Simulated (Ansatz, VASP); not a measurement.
## Al2Cu: VASP beside Ansatz

```xyz
3
Lattice="4.1052 0.0000 0.0000 0.0000 4.1052 0.0000 0.0000 0.0000 2.8913" Properties=species:S:1:pos:R:3 pbc="T T T"
Al    2.0526    0.0000    1.4457
Al    0.0000    2.0526    1.4457
Cu    0.0000    0.0000    0.0000
```

Alike in both runs: task single point; functional r2SCAN; k mesh 5 × 5 × 7; occupations gaussian, width 0.4 eV; no spin polarisation.

|  | VASP | Ansatz |
| --- | --- | --- |
| version | VASP 6.6.1 | Ansatz 0.2.0 |
| potentials or method | VASP PAW PBE potentials, release 64 (Al, Cu), cutoff 520 eV | scalar-relativistic, plane waves, PAW |
| valence electrons in the cell | 17 | 25 |

```tsv
	VASP	Ansatz	Ansatz less VASP
gap on the k mesh at the Fermi level (eV)	none	none	-
pressure (GPa)	-2.2	-2.0	+0.17
traceless stress, the component that is largest in VASP (GPa)	-0.64	-0.63	+0.013
```

VASP's potentials were made for PBE, not for r2SCAN. A gap of «none» marks a metal or a gap that the smearing closes. VASP's potentials hold 17 valence electrons a cell and Ansatz's 25, so a difference there can come from the potentials and not from the codes.
